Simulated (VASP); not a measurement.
# Li16H (a cell with a defect) in VASP: single point with PBE

Aim: the single point of Li16H (a cell with a defect) with PBE.

Everything below comes from runs of VASP 6.6.1. Logs are shortened: lines on timing, memory, paths and dates and some standing lists are left out, and cuts for length are marked.

## 1. The cell of the first run

The cell holds a defect, 17 atoms: a = 6.980 Å, b = 6.980 Å, c = 6.980 Å, α = 90.00°, β = 90.00°, γ = 90.00°.

## 2. Single point, PBE

Contents of INCAR:

```
PREC = Accurate
ENCUT = 520
EDIFF = 1E-7
ISMEAR = 0
SIGMA = 0.05
LREAL = Auto
LASPH = T
NELM = 60
ALGO = Normal
ISIF = 2
LWAVE = F
LCHARG = F
GGA = PE
NBANDS = 38
```

Contents of KPOINTS:

```
regular mesh
0
Gamma
  4 4 4
```

Contents of POSCAR:

```
Li16H
1.0
    6.9800000000      0.0000000000      0.0000000000
    0.0000000000      6.9800000000      0.0000000000
    0.0000000000      0.0000000000      6.9800000000
Li H
16 1
Direct
   -0.0049230659     -0.0233773639      0.0001265043
    0.5220085960      0.0171500000     -0.0000604585
   -0.0051378223      0.5229203438      0.0001532951
    0.0105617479     -0.0105616046      0.5003095989
    0.2424044413      0.2501885387      0.2396276504
    0.5219836676      0.4823772206     -0.0000498567
    0.4804073066      0.0065151862      0.4999853868
    0.7667991404      0.2499759312      0.2622782235
    0.0105372493      0.5102424069      0.5003212034
    0.2523723496      0.7500825215      0.2200902579
    0.2422355301      0.2502024355      0.7598276504
    0.4802537249      0.4933113181      0.4999997135
    0.7300465616      0.7499591691      0.2652680516
    0.7670222063      0.2499925501      0.7370744986
    0.2526906877      0.7501100287      0.7790872493
    0.7301217765      0.7499673352      0.7337563037
    0.1171766476      0.7497128940     -0.0004823782
```

Potentials or basis: VASP PAW PBE potentials, release 64 (Li_sv, H).

Run with:

```bash
$ cat potpaw_PBE.64/Li_sv/POTCAR potpaw_PBE.64/H/POTCAR > POTCAR
$ mpirun -np 1 vasp_std > vasp.out
```

OUTCAR:

```text
PREC = Accurate
   ENCUT = 520
   EDIFF = 1E-7
   ISMEAR = 0
   LREAL = Auto
   LASPH = T
   NELM = 60
   ISIF = 2
   GGA = PE

 ion  position               nearest neighbor table
   1  0.995  0.977  0.000-
   2  0.522  0.017  1.000-
   3  0.995  0.523  0.000-
   4  0.011  0.989  0.500-
   5  0.242  0.250  0.240-
   6  0.522  0.482  1.000-
[... 9 lines left out ...]
  16  0.730  0.750  0.734-
  17  0.117  0.750  1.000-

  LATTYP: Found a simple cubic cell.
 ALAT       =     6.9800000000

  Lattice vectors:

 A1 = (   6.9800000000,   0.0000000000,   0.0000000000)
 A2 = (   0.0000000000,   6.9800000000,   0.0000000000)
 A3 = (   0.0000000000,   0.0000000000,   6.9800000000)

Analysis of symmetry for initial positions (statically):
=====================================================================
 Subroutine PRICEL returns:
 Original cell was already a primitive cell.

 Routine SETGRP: Setting up the symmetry group for a
 simple cubic supercell.

 Subroutine GETGRP returns: Found  1 space group operations
 (whereof  1 operations were pure point group operations)
 out of a pool of 48 trial point group operations.

The static configuration has the point symmetry C_1 .

Analysis of symmetry for dynamics (positions and initial velocities):
=====================================================================
 Subroutine PRICEL returns:
 Original cell was already a primitive cell.

 Routine SETGRP: Setting up the symmetry group for a
 simple cubic supercell.

 Subroutine GETGRP returns: Found  1 space group operations
 (whereof  1 operations were pure point group operations)
 out of a pool of 48 trial point group operations.

The dynamic configuration has the point symmetry C_1 .

 Subroutine INISYM returns: Found  1 space group operations
 (whereof  1 operations are pure point group operations),
 and found     1 'primitive' translations

----------------------------------------------------------------------------------------

                                     Primitive cell

  volume of cell :     340.0684

  direct lattice vectors                    reciprocal lattice vectors
     6.980000000  0.000000000  0.000000000     0.143266476  0.000000000  0.000000000
     0.000000000  6.980000000  0.000000000     0.000000000  0.143266476  0.000000000
     0.000000000  0.000000000  6.980000000     0.000000000  0.000000000  0.143266476

  length of vectors
     6.980000000  6.980000000  6.980000000     0.143266476  0.143266476  0.143266476

  position of ions in fractional coordinates (direct lattice)
     0.995076934  0.976622636  0.000126504
     0.522008596  0.017150000  0.999939541
     0.994862178  0.522920344  0.000153295
     0.010561748  0.989438395  0.500309599
     0.242404441  0.250188539  0.239627650
     0.521983668  0.482377221  0.999950143
[... 9 lines left out ...]
     0.730121776  0.749967335  0.733756304
     0.117176648  0.749712894  0.999517622

  ion indices of the primitive-cell ions
   primitive index   ion index
                 1           1
                 2           2
                 3           3
                 4           4
                 5           5
                 6           6
[... 9 lines left out ...]
                16          16
                17          17

----------------------------------------------------------------------------------------

 KPOINTS: regular mesh

Automatic generation of k-mesh.
 Grid dimensions read from file:
 generate k-points for:    4    4    4

 Generating k-lattice:

  Cartesian coordinates                     Fractional coordinates (reciprocal lattice)
     0.035816619  0.000000000  0.000000000     0.250000000  0.000000000  0.000000000
     0.000000000  0.035816619  0.000000000     0.000000000  0.250000000  0.000000000
     0.000000000  0.000000000  0.035816619     0.000000000  0.000000000  0.250000000

  Length of vectors
     0.035816619  0.035816619  0.035816619

  Shift w.r.t. Gamma in fractional coordinates (k-lattice)
     0.000000000  0.000000000  0.000000000

 Subroutine IBZKPT returns following result:
 ===========================================

 Found     36 irreducible k-points:

 Following reciprocal coordinates:
            Coordinates               Weight
  0.000000  0.000000  0.000000      1.000000
  0.250000  0.000000  0.000000      2.000000
  0.000000  0.250000  0.000000      2.000000
  0.000000  0.000000  0.250000      2.000000
  0.500000  0.000000  0.000000      1.000000
  0.000000  0.500000  0.000000      1.000000
[... 16 lines left out ...]
  0.250000  0.250000  0.250000      2.000000
 -0.250000  0.250000  0.250000      2.000000
 [... further k-points ...]
   k-points           NKPTS =     36   k-points in BZ     NKDIM =     36   number of bands    NBANDS=     38
   number of dos      NEDOS =    301   number of ions     NIONS =     17
   total plane-waves  NPLWV = 157464
   dimension x,y,z NGX =    54 NGY =   54 NGZ =   54
   dimension x,y,z NGXF=   108 NGYF=  108 NGZF=  108
   ions per type =              16   1
   NGX,Y,Z   is equivalent  to a cutoff of  12.86, 12.86, 12.86 a.u.
   NGXF,Y,Z  is equivalent  to a cutoff of  25.72, 25.72, 25.72 a.u.
 SYSTEM =  unknown system
   PREC   = accura    normal or accurate (medium, high low for compatibility)
   ISTART =      0    job   : 0-new  1-cont  2-samecut
   ICHARG =      2    charge: 1-file 2-atom 10-const
   ISPIN  =      1    spin polarized calculation?
   LNONCOLLINEAR =      F non collinear calculations
   LSORBIT =      F    spin-orbit coupling
   LASPH  =      T    aspherical Exc in radial PAW
   ENCUT  =  520.0 eV  38.22 Ry    6.18 a.u.  12.98 12.98 12.98*2*pi/ulx,y,z
   NELM   =     60;   NELMIN=  2; NELMDL= -5     # of ELM steps
   EDIFF  = 0.1E-06   stopping-criterion for ELM
   LREAL  =      T    real-space projection
   EDIFFG = 0.1E-05   stopping-criterion for IOM
   NSW    =      0    number of steps for IOM
   IBRION =     -1    ionic relax: 0-MD 1-quasi-New 2-CG
   NFREE  =      0    steps in history (QN), initial steepest desc. (CG)
   ISIF   =      2    stress and relaxation
   ISYM   =      2    0-nonsym 1-usesym 2-fastsym
   POTIM  = 0.5000    time-step for ionic-motion
   TEBEG  =    0.0;   TEEND  =   0.0 temperature during run
   PSTRESS=    0.0 pullay stress
   NELECT =      49.0000    total number of electrons
   NUPDOWN=      -1.0000    fix difference up-down
   EMIN   =  10.00;   EMAX   =-10.00  energy-range for DOS
   EFERMI =   0.00;   METHOD = LEGACY
   ISMEAR =     0;   SIGMA  =   0.05  broadening in eV -4-tet -1-fermi 0-gaus
   EFERMI_NEDOS =   21; number of points for ismear=-14 and -15
   IALGO  =     38    algorithm
   IMIX   =      4    mixing-type and parameters
     AMIX     =   0.40;   BMIX     =  1.00
     AMIX_MAG =   1.60;   BMIX_MAG =  1.00
  volume/ion in A,a.u.               =      20.00       134.99
  Fermi-wavevector in a.u.,A,eV,Ry     =   0.858258  1.621873 10.022155  0.736608
  Thomas-Fermi vector in A             =   1.975436
   LORBIT       =      0    0 simple, 1 ext, 2 COOP (PROOUT), +10 PAW based schemes
   GGA     = PE    functional components
   LHFCALC =     F    Hartree Fock is set to
   AEXX    =    0.0000 exact exchange contribution
   IVDW    =     0    specifies the selected vdW correction
   LEPSILON=     F    determine dielectric tensor
   LRPA    =     F    only Hartree local field effects (RPA)
 non-spin polarized calculation
 Gauss-broadening in eV      SIGMA  =   0.05
  energy-cutoff  :      520.00
  volume of cell :      340.07
 maximum number of plane-waves:      9183
 NGX is ok and might be reduce to    54
   NGX = 25   NGY = 25   NGZ = 25

 number of electron      48.9999975 magnetization

 Free energy of the ion-electron system (eV)
  ---------------------------------------------------
  ext. energy  EPLUGINS =         0.00000000
  ---------------------------------------------------
  free energy    TOTEN  =       -34.17980753 eV

  energy without entropy =      -34.15908113  energy(sigma->0) =      -34.16944433

 E-fermi :   0.5516     XC(G=0):  -6.9635

 val. band max:        0.5508647595   @ k =  -0.2500   0.5000   0.0000
 cond. band min:       0.5592741759   @ k =   0.2500   0.2500   0.0000
 fundamental gap:      0.0084094163
 Fermi energy:         0.5515844829

 k-point     1 :       0.0000    0.0000    0.0000
  band No.  band energies     occupation
      1     -46.1524      2.00000
      2     -46.1499      2.00000
      3     -46.1269      2.00000
      4     -46.1252      2.00000
      5     -46.0786      2.00000
      6     -46.0736      2.00000
[... 28 lines left out ...]
     35       3.5818      0.00000
     36       3.7576      0.00000

 k-point     2 :       0.2500    0.0000    0.0000
  band No.  band energies     occupation
      1     -46.1524      2.00000
      2     -46.1499      2.00000
      3     -46.1269      2.00000
      4     -46.1252      2.00000
      5     -46.0782      2.00000
      6     -46.0737      2.00000
[... 28 lines left out ...]
     35       3.7601      0.00000
     36       3.7609      0.00000

 k-point     3 :       0.0000    0.2500    0.0000
  band No.  band energies     occupation
      1     -46.1524      2.00000
      2     -46.1499      2.00000
      3     -46.1270      2.00000
      4     -46.1251      2.00000
      5     -46.0784      2.00000
      6     -46.0741      2.00000
[... 28 lines left out ...]
     35       3.7921      0.00000
     36       3.9960      0.00000
[... 742 lines left out ...]
 k-point    23 :       0.2500    0.2500    0.2500
  band No.  band energies     occupation
      1     -46.1521      2.00000
      2     -46.1503      2.00000
      3     -46.1270      2.00000
      4     -46.1251      2.00000
      5     -46.0779      2.00000
      6     -46.0741      2.00000
[... 28 lines left out ...]
     35       3.6851      0.00000
     36       4.2194      0.00000

 k-point    24 :      -0.2500    0.2500    0.2500
  band No.  band energies     occupation
      1     -46.1521      2.00000
      2     -46.1503      2.00000
      3     -46.1270      2.00000
      4     -46.1251      2.00000
      5     -46.0779      2.00000
      6     -46.0741      2.00000
[... 28 lines left out ...]
     35       3.6849      0.00000
     36       4.2193      0.00000

 [... further k-points ...]

 [bands above 36 left out]

------------------------ aborting loop because EDIFF is reached ----------------------------------------

  FORCE on cell =-STRESS in cart. coord.  units (eV):
  Direction    XX          YY          ZZ          XY          YZ          ZX
  --------------------------------------------------------------------------------------
  -------------------------------------------------------------------------------------
  Total       -1.4312489     -1.2759115     -1.2322045     -0.0028827      0.0003101      0.0039591
  in kB       -6.7430982     -6.0112510     -5.8053324     -0.0135816      0.0014610      0.0186526
  external PRESSURE =      -6.1865606 kB  Pullay stress =       0.0000000 kB

 VOLUME and BASIS-vectors are now :
 -----------------------------------------------------------------------------
  energy-cutoff  :      520.00
  volume of cell :      340.07
      direct lattice vectors                 reciprocal lattice vectors
     6.980000000  0.000000000  0.000000000     0.143266476  0.000000000  0.000000000
     0.000000000  6.980000000  0.000000000     0.000000000  0.143266476  0.000000000
     0.000000000  0.000000000  6.980000000     0.000000000  0.000000000  0.143266476

 POSITION                                       TOTAL-FORCE (eV/Angst)
 -----------------------------------------------------------------------------------
      6.94564      6.81683      0.00088        -0.001305      0.002218     -0.003945
      3.64362      0.11971      6.97958        -0.002650      0.001396     -0.003476
      6.94414      3.64998      0.00107         0.000678      0.003164     -0.004929
      0.07372      6.90628      3.49216         0.004006      0.001344     -0.006821
      1.69198      1.74632      1.67260        -0.006010     -0.003274      0.003545
      3.64345      3.36699      6.97965        -0.001915      0.002194     -0.002376
[... 9 lines left out ...]
      5.09625      5.23477      5.12162        -0.002957     -0.001574      0.004805
      0.81789      5.23300      6.97663         0.016700      0.001840      0.002465
 -----------------------------------------------------------------------------------
    total drift:                               -0.015214      0.000419     -0.001256

  FREE ENERGIE OF THE ION-ELECTRON SYSTEM (eV)
  ---------------------------------------------------
  free  energy   TOTEN  =       -34.1798075305 eV

  energy  without entropy=      -34.1590811260  energy(sigma->0) =      -34.16944433
```

It took 19 min on 1 thread of Intel Xeon Platinum 8375C at 2.90GHz (Ice Lake), shared host; peak memory 0.53 GiB.

Results:

```yaml
Free_energy: -34.1798 eV
Largest_force: 0.017 eV/Å
Band_gap_on_the_k_mesh: zero (an odd number of electrons rules out a gap without spin polarisation)
```

Forces on the atoms (eV/Å):
```
Li  -0.001  0.002 -0.004
Li  -0.003  0.001 -0.003
Li   0.001  0.003 -0.005
Li   0.004  0.001 -0.007
Li  -0.006 -0.003  0.004
Li  -0.002  0.002 -0.002
Li   0.009  0.004 -0.003
Li  -0.005 -0.001 -0.004
Li   0.005  0.004 -0.006
Li   0.000 -0.003  0.002
Li  -0.006 -0.004  0.003
Li   0.011 -0.002 -0.003
Li  -0.004 -0.002  0.002
Li  -0.011 -0.002  0.011
Li  -0.005 -0.003  0.008
Li  -0.003 -0.002  0.005
H    0.017  0.002  0.002
```

Levels at points of the mesh, in eV from the Fermi level:
```csv
k point,band 21,band 22,band 23,band 24,band 25,band 26,band 27,band 28
"(0.00, 0.00, 0.00)",-1.17,-1.16,-1.11,-0.39,0.21,0.23,0.24,0.24
"(0.50, 0.00, 0.00)",-0.67,-0.65,-0.63,-0.63,-0.63,-0.59,0.25,1.00
"(0.00, 0.50, 0.00)",-0.68,-0.66,-0.63,-0.62,-0.61,-0.58,0.50,0.98
"(0.00, 0.00, 0.50)",-0.68,-0.66,-0.63,-0.62,-0.61,-0.58,0.47,0.98
"(0.50, 0.50, 0.00)",-1.45,-0.19,-0.14,-0.11,-0.11,0.02,0.03,0.05
"(0.00, 0.50, 0.50)",-1.42,-0.16,-0.09,-0.08,-0.06,-0.04,-0.02,0.02
"(0.50, 0.00, 0.50)",-1.46,-0.20,-0.14,-0.13,-0.12,0.03,0.05,0.06
"(0.50, 0.50, 0.50)",-1.77,-1.75,-1.75,-1.75,0.16,2.31,2.33,2.38
```

Caveat: the cutoff is under 1.25 times the usual one of these potentials, so pressure, stress and relaxed cells hold a basis-set (Pulay) error.
